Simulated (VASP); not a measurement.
# Ge (Fd-3m) in VASP: a series of runs

Ge is run at these levels: PBEsol; tasks: single point.

Everything below comes from runs of VASP 6.6.1. Logs are shortened: lines on timing, memory, paths and dates and some standing lists are left out, and cuts for length are marked.

## Step 1: The cell of the first run

It takes space group Fd-3m (No. 227, cubic). Conventional cell: a = 5.660 Å, b = 5.660 Å, c = 5.660 Å, α = 90.00°, β = 90.00°, γ = 90.00°. Within 3.2 Å of Ge (site symmetry -43m) lie 4 Ge at 2.45 Å.

## Step 2: Single point, PBEsol

Input file INCAR:

```
SYSTEM = Ge
PREC = Accurate ; ENCUT = 520
EDIFF = 1E-6 ; ISMEAR = 0
SIGMA = 0.05 ; LREAL = .False.
LASPH = .True. ; NELM = 80
ALGO = Normal ; ISIF = 2
LWAVE = .False. ; LCHARG = .True.
GGA = PS ; LELF = .True.
LVHAR = .True. ; NBANDS = 21
```

Input file KPOINTS:

```
Automatic mesh
0
Gamma
  14 14 14
  0 0 0
```

Input file POSCAR:

```
Ge
1.0
    0.0000000000      2.8300000000      2.8300000000
    2.8300000000      0.0000000000      2.8300000000
    2.8300000000      2.8300000000      0.0000000000
Ge
2
Direct
    0.5000000000      0.5000000000      0.5000000000
    0.7500000000      0.7500000000      0.7500000000
```

Potentials or basis: VASP PAW PBE potentials, release 64 (Ge_d).

Command:

```console
$ cat potpaw_PBE.64/Ge_d/POTCAR > POTCAR
$ mpirun -np 1 vasp_std > vasp.out
```

OUTCAR:

```text
SYSTEM = Ge
   PREC = Accurate
   ENCUT = 520
   EDIFF = 1E-6
   ISMEAR = 0
   LREAL = .False.
   LASPH = .True.
   NELM = 80
   ISIF = 2
   GGA = PS

 ion  position               nearest neighbor table
   1  0.500  0.500  0.500-   2 2.45   2 2.45   2 2.45   2 2.45
   2  0.750  0.750  0.750-   1 2.45   1 2.45   1 2.45   1 2.45

  LATTYP: Found a face centered cubic cell.
 ALAT       =     5.6600000000

  Lattice vectors:

 A1 = (   0.0000000000,   2.8300000000,   2.8300000000)
 A2 = (   2.8300000000,   0.0000000000,   2.8300000000)
 A3 = (   2.8300000000,   2.8300000000,   0.0000000000)

Analysis of symmetry for initial positions (statically):
=====================================================================
 Subroutine PRICEL returns:
 Original cell was already a primitive cell.

 Routine SETGRP: Setting up the symmetry group for a
 face centered cubic supercell.

 Subroutine GETGRP returns: Found 48 space group operations
 (whereof 24 operations were pure point group operations)
 out of a pool of 48 trial point group operations.

The static configuration has the point symmetry T_d .
 The point group associated with its full space group is O_h .

Analysis of symmetry for dynamics (positions and initial velocities):
=====================================================================
 Subroutine PRICEL returns:
 Original cell was already a primitive cell.

 Routine SETGRP: Setting up the symmetry group for a
 face centered cubic supercell.

 Subroutine GETGRP returns: Found 48 space group operations
 (whereof 24 operations were pure point group operations)
 out of a pool of 48 trial point group operations.

The dynamic configuration has the point symmetry T_d .
 The point group associated with its full space group is O_h .

 Subroutine INISYM returns: Found 48 space group operations
 (whereof 24 operations are pure point group operations),
 and found     1 'primitive' translations

----------------------------------------------------------------------------------------

                                     Primitive cell

  volume of cell :      45.3304

  direct lattice vectors                    reciprocal lattice vectors
     0.000000000  2.830000000  2.830000000    -0.176678445  0.176678445  0.176678445
     2.830000000  0.000000000  2.830000000     0.176678445 -0.176678445  0.176678445
     2.830000000  2.830000000  0.000000000     0.176678445  0.176678445 -0.176678445

  length of vectors
     4.002224382  4.002224382  4.002224382     0.306016044  0.306016044  0.306016044

  position of ions in fractional coordinates (direct lattice)
     0.500000000  0.500000000  0.500000000
     0.750000000  0.750000000  0.750000000

  ion indices of the primitive-cell ions
   primitive index   ion index
                 1           1
                 2           2

----------------------------------------------------------------------------------------

 KPOINTS: Automatic mesh

Automatic generation of k-mesh.
 Grid dimensions read from file:
 generate k-points for:   14   14   14

 Generating k-lattice:

  Cartesian coordinates                     Fractional coordinates (reciprocal lattice)
    -0.012619889  0.012619889  0.012619889     0.071428571  0.000000000  0.000000000
     0.012619889 -0.012619889  0.012619889     0.000000000  0.071428571  0.000000000
     0.012619889  0.012619889 -0.012619889     0.000000000  0.000000000  0.071428571

  Length of vectors
     0.021858289  0.021858289  0.021858289

  Shift w.r.t. Gamma in fractional coordinates (k-lattice)
     0.000000000  0.000000000  0.000000000

 Subroutine IBZKPT returns following result:
 ===========================================

 Found    104 irreducible k-points:

 Following reciprocal coordinates:
            Coordinates               Weight
  0.000000  0.000000  0.000000      1.000000
  0.071429  0.000000  0.000000      8.000000
  0.142857  0.000000  0.000000      8.000000
  0.214286  0.000000  0.000000      8.000000
  0.285714  0.000000  0.000000      8.000000
  0.357143  0.000000  0.000000      8.000000
[... 16 lines left out ...]
  0.214286  0.142857  0.000000     24.000000
  0.285714  0.142857  0.000000     24.000000
 [... further k-points ...]
   k-points           NKPTS =    104   k-points in BZ     NKDIM =    104   number of bands    NBANDS=     21
   number of dos      NEDOS =    301   number of ions     NIONS =      2
   total plane-waves  NPLWV =  27000
   dimension x,y,z NGX =    30 NGY =   30 NGZ =   30
   dimension x,y,z NGXF=    60 NGYF=   60 NGZF=   60
   ions per type =               2
   NGX,Y,Z   is equivalent  to a cutoff of  12.46, 12.46, 12.46 a.u.
   NGXF,Y,Z  is equivalent  to a cutoff of  24.92, 24.92, 24.92 a.u.
 SYSTEM =  Ge
   PREC   = accura    normal or accurate (medium, high low for compatibility)
   ISTART =      0    job   : 0-new  1-cont  2-samecut
   ICHARG =      2    charge: 1-file 2-atom 10-const
   ISPIN  =      1    spin polarized calculation?
   LNONCOLLINEAR =      F non collinear calculations
   LSORBIT =      F    spin-orbit coupling
   LASPH  =      T    aspherical Exc in radial PAW
   ENCUT  =  520.0 eV  38.22 Ry    6.18 a.u.   7.44  7.44  7.44*2*pi/ulx,y,z
   NELM   =     80;   NELMIN=  2; NELMDL= -5     # of ELM steps
   EDIFF  = 0.1E-05   stopping-criterion for ELM
   LREAL  =      F    real-space projection
   EDIFFG = 0.1E-04   stopping-criterion for IOM
   NSW    =      0    number of steps for IOM
   IBRION =     -1    ionic relax: 0-MD 1-quasi-New 2-CG
   NFREE  =      0    steps in history (QN), initial steepest desc. (CG)
   ISIF   =      2    stress and relaxation
   ISYM   =      2    0-nonsym 1-usesym 2-fastsym
   POTIM  = 0.5000    time-step for ionic-motion
   TEBEG  =    0.0;   TEEND  =   0.0 temperature during run
   PSTRESS=    0.0 pullay stress
   NELECT =      28.0000    total number of electrons
   NUPDOWN=      -1.0000    fix difference up-down
   EMIN   =  10.00;   EMAX   =-10.00  energy-range for DOS
   EFERMI =   0.00;   METHOD = LEGACY
   ISMEAR =     0;   SIGMA  =   0.05  broadening in eV -4-tet -1-fermi 0-gaus
   EFERMI_NEDOS =   21; number of points for ismear=-14 and -15
   IALGO  =     38    algorithm
   IMIX   =      4    mixing-type and parameters
     AMIX     =   0.40;   BMIX     =  1.00
     AMIX_MAG =   1.60;   BMIX_MAG =  1.00
  volume/ion in A,a.u.               =      22.67       152.95
  Fermi-wavevector in a.u.,A,eV,Ry     =   1.394219  2.634692 26.447648  1.943847
  Thomas-Fermi vector in A             =   2.517790
   LORBIT       =      0    0 simple, 1 ext, 2 COOP (PROOUT), +10 PAW based schemes
   GGA     = PS    functional components
   LHFCALC =     F    Hartree Fock is set to
   AEXX    =    0.0000 exact exchange contribution
   IVDW    =     0    specifies the selected vdW correction
   LEPSILON=     F    determine dielectric tensor
   LRPA    =     F    only Hartree local field effects (RPA)
 non-spin polarized calculation
 Gauss-broadening in eV      SIGMA  =   0.05
  energy-cutoff  :      520.00
  volume of cell :       45.33
 maximum number of plane-waves:      1243
 NGX is ok and might be reduce to    30
   NGX = 15   NGY = 15   NGZ = 15

 number of electron      28.0000021 magnetization

 Free energy of the ion-electron system (eV)
  ---------------------------------------------------
  ext. energy  EPLUGINS =         0.00000000
  ---------------------------------------------------
  free energy    TOTEN  =        -9.87394851 eV

  energy without entropy =       -9.87391531  energy(sigma->0) =       -9.87393191

 E-fermi :   4.8696     XC(G=0): -10.1233

 val. band max:        4.8497003045   @ k =   0.0000   0.0000   0.0000
 cond. band min:       4.9689473108   @ k =   0.5000   0.0000   0.0000
 fundamental gap:      0.1192470063
 Fermi energy:         4.8695676298

 k-point     1 :       0.0000    0.0000    0.0000
  band No.  band energies     occupation
      1     -19.9118      2.00000
      2     -19.9118      2.00000
      3     -19.9118      2.00000
      4     -19.8752      2.00000
      5     -19.8752      2.00000
      6     -19.6638      2.00000
[... 13 lines left out ...]
     20      14.3274      0.00000
     21      14.3274      0.00000

 k-point     2 :       0.0714    0.0000    0.0000
  band No.  band energies     occupation
      1     -19.9151      2.00000
      2     -19.9151      2.00000
      3     -19.9109      2.00000
      4     -19.8708      2.00000
      5     -19.8708      2.00000
      6     -19.6691      2.00000
[... 13 lines left out ...]
     20      13.8347      0.00000
     21      13.8347      0.00000

 k-point     3 :       0.1429    0.0000    0.0000
  band No.  band energies     occupation
      1     -19.9215      2.00000
      2     -19.9215      2.00000
      3     -19.9085      2.00000
      4     -19.8612      2.00000
      5     -19.8612      2.00000
      6     -19.6779      2.00000
[... 13 lines left out ...]
     20      13.2714      0.00000
     21      13.2714      0.00000

 k-point     4 :       0.2143    0.0000    0.0000
  band No.  band energies     occupation
      1     -19.9275      2.00000
      2     -19.9275      2.00000
      3     -19.9050      2.00000
      4     -19.8511      2.00000
      5     -19.8511      2.00000
      6     -19.6861      2.00000
[... 13 lines left out ...]
     20      13.0595      0.00000
     21      13.0595      0.00000

 k-point     5 :       0.2857    0.0000    0.0000
  band No.  band energies     occupation
      1     -19.9319      2.00000
      2     -19.9319      2.00000
      3     -19.9011      2.00000
      4     -19.8427      2.00000
      5     -19.8427      2.00000
      6     -19.6923      2.00000
[... 13 lines left out ...]
     20      13.3290      0.00000
     21      13.3290      0.00000
[... 382 lines left out ...]
     20      13.0987      0.00000
     21      13.6505      0.00000

 k-point    22 :       0.1429    0.1429    0.0000
  band No.  band energies     occupation
      1     -19.9201      2.00000
      2     -19.9190      2.00000
      3     -19.9190      2.00000
      4     -19.8636      2.00000
      5     -19.8458      2.00000
      6     -19.7051      2.00000
[... 13 lines left out ...]
     20      12.6328      0.00000
     21      14.6739      0.00000

 k-point    23 :       0.2143    0.1429    0.0000
  band No.  band energies     occupation
      1     -19.9284      2.00000
      2     -19.9234      2.00000
      3     -19.9141      2.00000
      4     -19.8559      2.00000
      5     -19.8338      2.00000
      6     -19.7182      2.00000
[... 13 lines left out ...]
     20      13.4140      0.00000
     21      14.5794      0.00000

 k-point    24 :       0.2857    0.1429    0.0000
  band No.  band energies     occupation
      1     -19.9367      2.00000
      2     -19.9283      2.00000
      3     -19.9060      2.00000
      4     -19.8467      2.00000
      5     -19.8230      2.00000
      6     -19.7282      2.00000
[... 13 lines left out ...]
     20      14.0325      0.00000
     21      14.6127      0.00000

 [... further k-points ...]

------------------------ aborting loop because EDIFF is reached ----------------------------------------

  FORCE on cell =-STRESS in cart. coord.  units (eV):
  Direction    XX          YY          ZZ          XY          YZ          ZX
  --------------------------------------------------------------------------------------
  -------------------------------------------------------------------------------------
  Total        0.1362626      0.1362626      0.1362626      0.0000000      0.0000000      0.0000000
  in kB        4.8161282      4.8161282      4.8161282      0.0000000      0.0000000      0.0000000
  external PRESSURE =       4.8161282 kB  Pullay stress =       0.0000000 kB

 VOLUME and BASIS-vectors are now :
 -----------------------------------------------------------------------------
  energy-cutoff  :      520.00
  volume of cell :       45.33
      direct lattice vectors                 reciprocal lattice vectors
     0.000000000  2.830000000  2.830000000    -0.176678445  0.176678445  0.176678445
     2.830000000  0.000000000  2.830000000     0.176678445 -0.176678445  0.176678445
     2.830000000  2.830000000  0.000000000     0.176678445  0.176678445 -0.176678445

 POSITION                                       TOTAL-FORCE (eV/Angst)
 -----------------------------------------------------------------------------------
      2.83000      2.83000      2.83000         0.000000      0.000000      0.000000
      4.24500      4.24500      4.24500        -0.000000     -0.000000     -0.000000
 -----------------------------------------------------------------------------------
    total drift:                                0.000000     -0.000000     -0.000000

  FREE ENERGIE OF THE ION-ELECTRON SYSTEM (eV)
  ---------------------------------------------------
  free  energy   TOTEN  =        -9.8739485098 eV

  energy  without entropy=       -9.8739153122  energy(sigma->0) =       -9.87393191
```

It took 79 s on 1 thread of Intel Xeon Platinum 8488C (Sapphire Rapids), shared host; peak memory 0.21 GiB.

What came out:

```yaml
Free_energy: -9.8739 eV
Pressure: 0.5 GPa
Band_gap_on_the_k_mesh: zero (filled and empty bands touch)
```

Levels at points of the mesh, in eV from the Fermi level:
| k point | band 12 | band 13 | band 14 | band 15 | band 16 | band 17 |
| --- | --- | --- | --- | --- | --- | --- |
| (0.00, 0.00, 0.00) | -0.04 | -0.02 | -0.02 | -0.02 | 2.51 | 2.51 |
| (0.50, 0.00, 0.00) | -7.64 | -1.43 | -1.43 | 0.10 | 3.69 | 3.69 |
| (0.50, 0.50, 0.00) | -8.92 | -3.10 | -3.10 | 0.65 | 0.65 | 9.46 |

Caveat: the PAW data sets were made with another functional, which shifts forces and pressure a little.

## Step 3: Single point, PBEsol

This run uses another cell than the first one, of 22.75 Å³/atom, 1.004 times its volume.

Input file INCAR:

```
PREC     = Accurate       # precision mode
ENCUT    = 520            # plane-wave cutoff, eV
EDIFF    = 1E-6           # SCF threshold, eV
ISMEAR   = 0              # smearing method
SIGMA    = 0.05           # smearing width, eV
LREAL    = F              # projectors in reciprocal space
LASPH    = T              # aspherical terms in the spheres
NELM     = 60             # most SCF steps
ALGO     = Normal         # electronic algorithm
ISIF     = 2              # what is computed and relaxed
LWAVE    = F              # write WAVECAR
LCHARG   = T              # write CHGCAR
GGA      = PS             # functional
LELF     = T              # ELF
LVHAR    = T            
NBANDS   = 21             # bands
```

Input file KPOINTS:

```
regular mesh
0
Gamma
  14 14 14
```

Input file POSCAR:

```
Ge
1.0
    0.0000000000      2.8335802168      2.8335802168
    2.8335802168      0.0000000000      2.8335802168
    2.8335802168      2.8335802168      0.0000000000
Ge
2
Direct
    0.5000000000      0.5000000000      0.5000000000
    0.7500000000      0.7500000000      0.7500000000
```

Potentials or basis: VASP PAW PBE potentials, release 64 (Ge_d).

Command:

```console
$ cat potpaw_PBE.64/Ge_d/POTCAR > POTCAR
$ mpirun -np 1 vasp_std > vasp.out
```

Run time: 79 s. Hardware: 1 thread of Intel Xeon Platinum 8488C (Sapphire Rapids), shared host; peak memory 0.21 GiB.

Results (log left out):

| Quantity | Value |
| --- | --- |
| Free energy | -9.8744 eV |
| Pressure | 0.2 GPa |
| Band gap on the k mesh | zero (filled and empty bands touch) |

Levels at points of the mesh, in eV from the Fermi level:
```csv
k point,band 12,band 13,band 14,band 15,band 16,band 17
"(0.00, 0.00, 0.00)",-0.07,-0.02,-0.02,-0.02,2.51,2.51
"(0.50, 0.00, 0.00)",-7.62,-1.42,-1.42,0.09,3.69,3.69
"(0.50, 0.50, 0.00)",-8.90,-3.09,-3.09,0.66,0.66,9.43
```

Caveat: the PAW data sets were made with another functional, which shifts forces and pressure a little.
